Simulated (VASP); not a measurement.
# SiNi (Pnma) in VASP: further runs

Runs on SiNi. Level: PBE. Tasks: single point.

All numbers are computed with VASP 6.6.1; they aren't measurements. Logs are shortened: lines on timing, memory, paths and dates and some standing lists are left out, and cuts for length are marked.

## 1. The cell of the first run

It takes space group Pnma (No. 62, orthorhombic). The conventional cell has a = 5.173 Å, b = 3.338 Å, c = 5.605 Å, α = 90.00°, β = 90.00°, γ = 90.00°. Ni (site symmetry m) has 6 Si at 2.28 to 2.40 Å and 4 Ni at 2.68 to 2.69 Å within 3.0 Å. Within 3.0 Å of Si (site symmetry m) lie 6 Ni at 2.28 to 2.40 Å and 2 Si at 2.66 Å.

## 2. Single point, PBE, collinear spin, zero start

The input, INCAR:

```
SYSTEM = SiNi
PREC     = Accurate       ! precision mode
ENCUT    = 520            ! plane-wave cutoff, eV
EDIFF    = 1E-6           ! SCF threshold, eV
ISMEAR   = -1             ! smearing method
SIGMA    = 0.1            ! smearing width, eV
LREAL    = .False.        ! projectors in reciprocal space
LASPH    = .True.         ! aspherical terms in the spheres
NELM     = 150            ! most SCF steps
ALGO     = Normal         ! electronic algorithm
ISIF     = 2              ! what is computed and relaxed
LWAVE    = .False.        ! write WAVECAR
LCHARG   = .False.        ! write CHGCAR
ISPIN    = 2              ! spin polarisation
MAGMOM   = 0 0 0 0 0 0 0 0 ! initial moments
LORBIT   = 11             ! projections on sites
NUPDOWN  = 0.0            ! fixed moment
LMAXMIX  = 4              ! l up to which the mixer works
GGA      = PE             ! functional
NBANDS   = 42             ! bands
```

The input, KPOINTS:

```
Automatic mesh
0
Gamma
  5 7 4
  0 0 0
```

The input, POSCAR:

```
SiNi
1.0
    5.1731000000      0.0000000000      0.0000000000
    0.0000000000      3.3381000000      0.0000000000
    0.0000000000      0.0000000000      5.6049000000
Ni Si
4 4
Direct
    0.0077900000      0.2500000000      0.1875200000
    0.4922100000      0.7500000000      0.6875200000
    0.5077900000      0.2500000000      0.3124800000
    0.9922100000      0.7500000000      0.8124800000
    0.3212800000      0.7500000000      0.0825000000
    0.1787200000      0.2500000000      0.5825000000
    0.8212800000      0.7500000000      0.4175000000
    0.6787200000      0.2500000000      0.9175000000
```

Potentials or basis: VASP PAW PBE potentials, release 64 (Ni, Si).

Command:

```bash
> cat potpaw_PBE.64/Ni/POTCAR potpaw_PBE.64/Si/POTCAR > POTCAR
> mpirun -np 1 vasp_std > vasp.out
```

OUTCAR:

```text
SYSTEM = SiNi
   PREC = Accurate
   ENCUT = 520
   EDIFF = 1E-6
   ISMEAR = -1
   LREAL = .False.
   LASPH = .True.
   NELM = 150
   ISIF = 2
   ISPIN = 2
   LORBIT = 11
   NUPDOWN = 0.0
   GGA = PE

 ion  position               nearest neighbor table
   1  0.008  0.250  0.188-   8 2.28   7 2.32   7 2.32   6 2.38   5 2.40   5 2.40   3 2.68   3 2.68
                             4 2.69   4 2.69
   2  0.492  0.750  0.688-   7 2.28   8 2.32   8 2.32   5 2.38   6 2.40   6 2.40   4 2.68   4 2.68
                             3 2.69   3 2.69
   3  0.508  0.250  0.312-   6 2.28   5 2.32   5 2.32   8 2.38   7 2.40   7 2.40   1 2.68   1 2.68
                             2 2.69   2 2.69
   4  0.992  0.750  0.812-   5 2.28   6 2.32   6 2.32   7 2.38   8 2.40   8 2.40   2 2.68   2 2.68
                             1 2.69   1 2.69
   5  0.321  0.750  0.083-   4 2.28   3 2.32   3 2.32   2 2.38   1 2.40   1 2.40   8 2.66   8 2.66

   6  0.179  0.250  0.583-   3 2.28   4 2.32   4 2.32   1 2.38   2 2.40   2 2.40   7 2.66   7 2.66

   7  0.821  0.750  0.417-   2 2.28   1 2.32   1 2.32   4 2.38   3 2.40   3 2.40   6 2.66   6 2.66

   8  0.679  0.250  0.917-   1 2.28   2 2.32   2 2.32   3 2.38   4 2.40   4 2.40   5 2.66   5 2.66

  LATTYP: Found a simple orthorhombic cell.
 ALAT       =     3.3381000000
 B/A-ratio  =     1.5497139091
 C/A-ratio  =     1.6790689314

  Lattice vectors:

 A1 = (   0.0000000000,  -3.3381000000,   0.0000000000)
 A2 = (   5.1731000000,   0.0000000000,   0.0000000000)
 A3 = (   0.0000000000,   0.0000000000,   5.6049000000)

Analysis of symmetry for initial positions (statically):
=====================================================================
 Subroutine PRICEL returns:
 Original cell was already a primitive cell.

 Routine SETGRP: Setting up the symmetry group for a
 simple orthorhombic supercell.

 Subroutine GETGRP returns: Found  8 space group operations
 (whereof  2 operations were pure point group operations)
 out of a pool of  8 trial point group operations.

The static configuration has the point symmetry S_2 .
 The point group associated with its full space group is D_2h.

Analysis of symmetry for dynamics (positions and initial velocities):
=====================================================================
 Subroutine PRICEL returns:
 Original cell was already a primitive cell.

 Routine SETGRP: Setting up the symmetry group for a
 simple orthorhombic supercell.

 Subroutine GETGRP returns: Found  8 space group operations
 (whereof  2 operations were pure point group operations)
 out of a pool of  8 trial point group operations.

The dynamic configuration has the point symmetry S_2 .
 The point group associated with its full space group is D_2h.

Analysis of structural, dynamic, and magnetic symmetry:
=====================================================================
 Subroutine PRICEL returns:
 Original cell was already a primitive cell.

 Routine SETGRP: Setting up the symmetry group for a
 simple orthorhombic supercell.

 Subroutine GETGRP returns: Found  8 space group operations
 (whereof  2 operations were pure point group operations)
 out of a pool of  8 trial point group operations.

The overall configuration has the point symmetry S_2 .
 The point group associated with its full space group is D_2h.

 Subroutine INISYM returns: Found  8 space group operations
 (whereof  2 operations are pure point group operations),
 and found     1 'primitive' translations

----------------------------------------------------------------------------------------

                                     Primitive cell

  volume of cell :      96.7872

  direct lattice vectors                    reciprocal lattice vectors
     5.173100000  0.000000000  0.000000000     0.193307688  0.000000000  0.000000000
     0.000000000  3.338100000  0.000000000     0.000000000  0.299571613  0.000000000
     0.000000000  0.000000000  5.604900000     0.000000000  0.000000000  0.178415315

  length of vectors
     5.173100000  3.338100000  5.604900000     0.193307688  0.299571613  0.178415315

  position of ions in fractional coordinates (direct lattice)
     0.007790000  0.250000000  0.187520000
     0.492210000  0.750000000  0.687520000
     0.507790000  0.250000000  0.312480000
[... 76 lines left out ...]
   NGX,Y,Z   is equivalent  to a cutoff of  12.85, 13.94, 12.46 a.u.
   NGXF,Y,Z  is equivalent  to a cutoff of  25.71, 27.89, 24.92 a.u.
 SYSTEM =  SiNi
   PREC   = accura    normal or accurate (medium, high low for compatibility)
   ISTART =      0    job   : 0-new  1-cont  2-samecut
   ICHARG =      2    charge: 1-file 2-atom 10-const
   ISPIN  =      2    spin polarized calculation?
   LNONCOLLINEAR =      F non collinear calculations
   LSORBIT =      F    spin-orbit coupling
   LASPH  =      T    aspherical Exc in radial PAW
   ENCUT  =  520.0 eV  38.22 Ry    6.18 a.u.   9.62  6.21 10.42*2*pi/ulx,y,z
   NELM   =    150;   NELMIN=  2; NELMDL= -5     # of ELM steps
   EDIFF  = 0.1E-05   stopping-criterion for ELM
   LREAL  =      F    real-space projection
   EDIFFG = 0.1E-04   stopping-criterion for IOM
   NSW    =      0    number of steps for IOM
   IBRION =     -1    ionic relax: 0-MD 1-quasi-New 2-CG
   NFREE  =      0    steps in history (QN), initial steepest desc. (CG)
   ISIF   =      2    stress and relaxation
   ISYM   =      2    0-nonsym 1-usesym 2-fastsym
   POTIM  = 0.5000    time-step for ionic-motion
   TEBEG  =    0.0;   TEEND  =   0.0 temperature during run
   PSTRESS=    0.0 pullay stress
   NELECT =      56.0000    total number of electrons
   NUPDOWN=       0.0000    fix difference up-down
   EMIN   =  10.00;   EMAX   =-10.00  energy-range for DOS
   EFERMI =   0.00;   METHOD = LEGACY
   ISMEAR =    -1;   SIGMA  =   0.10  broadening in eV -4-tet -1-fermi 0-gaus
   EFERMI_NEDOS =   21; number of points for ismear=-14 and -15
   IALGO  =     38    algorithm
   IMIX   =      4    mixing-type and parameters
     AMIX     =   0.40;   BMIX     =  1.00
     AMIX_MAG =   1.60;   BMIX_MAG =  1.00
  volume/ion in A,a.u.               =      12.10        81.64
  Fermi-wavevector in a.u.,A,eV,Ry     =   1.364158  2.577886 25.319466  1.860928
  Thomas-Fermi vector in A             =   2.490499
   LORBIT       =     11    0 simple, 1 ext, 2 COOP (PROOUT), +10 PAW based schemes
   GGA     = PE    functional components
   LHFCALC =     F    Hartree Fock is set to
   AEXX    =    0.0000 exact exchange contribution
   IVDW    =     0    specifies the selected vdW correction
   LEPSILON=     F    determine dielectric tensor
   LRPA    =     F    only Hartree local field effects (RPA)
 spin polarized calculation
  energy-cutoff  :      520.00
  volume of cell :       96.79
 maximum number of plane-waves:      2634
 NGX is ok and might be reduce to    40
   NGX = 19   NGY = 13   NGZ = 21

 number of electron      55.9999991 magnetization       0.0000000

 number of electron      55.9999991 magnetization      -0.0000000

 Free energy of the ion-electron system (eV)
  ---------------------------------------------------
  ext. energy  EPLUGINS =         0.00000000
  ---------------------------------------------------
  free energy    TOTEN  =       -47.63713329 eV

  energy without entropy =      -47.58067042  energy(sigma->0) =      -47.60890186

 E-fermi :  10.4583     XC(G=0): -12.2177

 val. band max:       10.3505000567   @ k =   0.0000   0.4286   0.2500
 cond. band min:      10.5397335884   @ k =   0.0000   0.2857   0.0000
 fundamental gap:      0.1892335317
 Fermi energy:        10.4583294467

 spin component 1

 k-point     1 :       0.0000    0.0000    0.0000
  band No.  band energies     occupation
      1      -2.5629      1.00000
      2       0.7424      1.00000
      3       2.1006      1.00000
      4       2.5943      1.00000
      5       3.9271      1.00000
      6       4.3924      1.00000
[... 1021 lines left out ...]
     39      17.1479      0.00000
     40      17.4844      0.00000

 [... further k-points ...]

 spin component 2

 k-point     1 :       0.0000    0.0000    0.0000
  band No.  band energies     occupation
      1      -2.5629      1.00000
      2       0.7424      1.00000
      3       2.1006      1.00000
      4       2.5943      1.00000
      5       3.9271      1.00000
      6       4.3924      1.00000
[... 1021 lines left out ...]
     39      17.1479      0.00000
     40      17.4844      0.00000

 [... further k-points ...]

 [bands above 40 left out]

------------------------ aborting loop because EDIFF is reached ----------------------------------------

  FORCE on cell =-STRESS in cart. coord.  units (eV):
  Direction    XX          YY          ZZ          XY          YZ          ZX
  --------------------------------------------------------------------------------------
  -------------------------------------------------------------------------------------
  Total        0.6130984      1.3652824      1.4195915      0.0000000      0.0000000      0.0000000
  in kB       10.1489859     22.6003414     23.4993521      0.0000000      0.0000000      0.0000000
  external PRESSURE =      18.7495598 kB  Pullay stress =       0.0000000 kB

 VOLUME and BASIS-vectors are now :
 -----------------------------------------------------------------------------
  energy-cutoff  :      520.00
  volume of cell :       96.79
      direct lattice vectors                 reciprocal lattice vectors
     5.173100000  0.000000000  0.000000000     0.193307688  0.000000000  0.000000000
     0.000000000  3.338100000  0.000000000     0.000000000  0.299571613  0.000000000
     0.000000000  0.000000000  5.604900000     0.000000000  0.000000000  0.178415315

 POSITION                                       TOTAL-FORCE (eV/Angst)
 -----------------------------------------------------------------------------------
      0.04030      0.83452      1.05103         0.034809     -0.000000      0.036722
      2.54625      2.50357      3.85348        -0.034809     -0.000000      0.036722
      2.62685      0.83452      1.75142         0.034809     -0.000000     -0.036722
      5.13280      2.50357      4.55387        -0.034809      0.000000     -0.036722
      1.66201      2.50357      0.46240         0.020936      0.000000      0.027004
      0.92454      0.83452      3.26485        -0.020936      0.000000      0.027004
      4.24856      2.50357      2.34005         0.020936     -0.000000     -0.027004
      3.51109      0.83452      5.14250        -0.020936     -0.000000     -0.027004
 -----------------------------------------------------------------------------------
    total drift:                               -0.000000      0.000000     -0.000000

  FREE ENERGIE OF THE ION-ELECTRON SYSTEM (eV)
  ---------------------------------------------------
  free  energy   TOTEN  =       -47.6371332874 eV

  energy  without entropy=      -47.5806704241  energy(sigma->0) =      -47.60890186

 total charge

# of ion       s       p       d       tot
------------------------------------------
    1        0.499   0.640   8.446   9.585
    2        0.499   0.640   8.446   9.585
    3        0.499   0.640   8.446   9.585
    4        0.499   0.640   8.446   9.585
    5        0.761   0.853   0.000   1.614
    6        0.761   0.853   0.000   1.614
    7        0.761   0.853   0.000   1.614
    8        0.761   0.853   0.000   1.614
--------------------------------------------------
tot          5.040   5.974  33.785  44.798

 magnetization (x)

# of ion       s       p       d       tot
------------------------------------------
    1       -0.000  -0.000  -0.000  -0.000
    2       -0.000  -0.000  -0.000  -0.000
    3       -0.000  -0.000  -0.000  -0.000
    4       -0.000  -0.000  -0.000  -0.000
    5       -0.000   0.000   0.000   0.000
    6       -0.000   0.000   0.000   0.000
    7       -0.000   0.000   0.000   0.000
    8       -0.000   0.000   0.000   0.000
--------------------------------------------------
tot         -0.000  -0.000  -0.000  -0.000
```

It took 3.7 min on 1 thread of Intel Xeon Platinum 8488C (Sapphire Rapids), shared host; peak memory 0.37 GiB.

Results:

| Quantity | Value |
| --- | --- |
| Free energy | -47.6371 eV |
| Pressure | 1.9 GPa |
| Largest force | 0.051 eV/Å |
| Net moment | 0.00 μB per cell |
| Valence electrons inside the program's atomic spheres | Ni 9.59; Si 1.61 |

Forces in eV/Å, atoms in the order of the input:
```
Ni   0.035  0.000  0.037
Ni  -0.035  0.000  0.037
Ni   0.035  0.000 -0.037
Ni  -0.035  0.000 -0.037
Si   0.021  0.000  0.027
Si  -0.021  0.000  0.027
Si   0.021  0.000 -0.027
Si  -0.021  0.000 -0.027
```

Caveat: the total moment is fixed, so each spin has its own Fermi level.

## 3. Single point, PBE, collinear spin, ferromagnetic start

The input, INCAR:

```
PREC = Accurate ; ENCUT = 520
EDIFF = 1E-6 ; ISMEAR = -1
SIGMA = 0.1 ; LREAL = F
LASPH = T ; NELM = 150
ALGO = Normal ; ISIF = 2
LWAVE = F ; LCHARG = T
ISPIN = 2 ; MAGMOM = 2 2 2 2 0 0 0 0
LORBIT = 11 ; LMAXMIX = 4
GGA = PE ; LELF = T
LVHAR = T ; NBANDS = 42
```

The input, KPOINTS:

```
regular mesh
0
Gamma
  5 7 4
```

POSCAR is that of step 2.

Potentials or basis: VASP PAW PBE potentials, release 64 (Ni, Si).

Command:

```bash
> cat potpaw_PBE.64/Ni/POTCAR potpaw_PBE.64/Si/POTCAR > POTCAR
> mpirun -np 1 vasp_std > vasp.out
```

Wall time 3.9 min (1 thread of Intel Xeon Platinum 8488C (Sapphire Rapids), shared host); peak memory 0.37 GiB.

The run converged. Its results:

```
Free energy                                           : -47.6371 eV
Pressure                                              : 1.9 GPa
Largest force                                         : 0.051 eV/Å
Band gap on the k mesh                                : zero (filled and empty bands overlap)
Net moment                                            : 0.00 μB per cell
Valence electrons inside the program's atomic spheres : Ni 9.59; Si 1.61
```

Forces on the atoms (eV/Å):
```
Ni   0.035  0.000  0.037
Ni  -0.035  0.000  0.037
Ni   0.035  0.000 -0.037
Ni  -0.035  0.000 -0.037
Si   0.021  0.000  0.027
Si  -0.021  0.000  0.027
Si   0.021  0.000 -0.027
Si  -0.021  0.000 -0.027
```

Stress tensor (GPa, compression positive):
```
0.99 0.00 0.00
0.00 2.24 0.00
0.00 0.00 2.33
```

Levels at points of the mesh, in eV from the Fermi level:
Spin up:
| k point | band 24 | band 25 | band 26 | band 27 | band 28 | band 29 | band 30 | band 31 | band 32 | band 33 |
| --- | --- | --- | --- | --- | --- | --- | --- | --- | --- | --- |
| (0.00, 0.00, 0.00) | -1.97 | -1.88 | -1.20 | -1.01 | -0.99 | 0.54 | 1.19 | 3.36 | 4.03 | 4.16 |
| (0.00, 0.00, 0.50) | -2.10 | -1.51 | -1.51 | -0.30 | -0.30 | 1.03 | 1.03 | 3.25 | 3.25 | 4.42 |
Spin down:
```tsv
k point	band 26	band 27	band 28	band 29	band 30	band 31
(0.00, 0.00, 0.00)	-1.20	-1.01	-0.99	0.54	1.19	3.36
(0.00, 0.00, 0.50)	-1.51	-0.30	-0.30	1.03	1.03	3.25
```

Caveat: the moments typed at the start vanished in this run.

The gap in the log of VASP goes by the Fermi energy; the results here count the filled bands.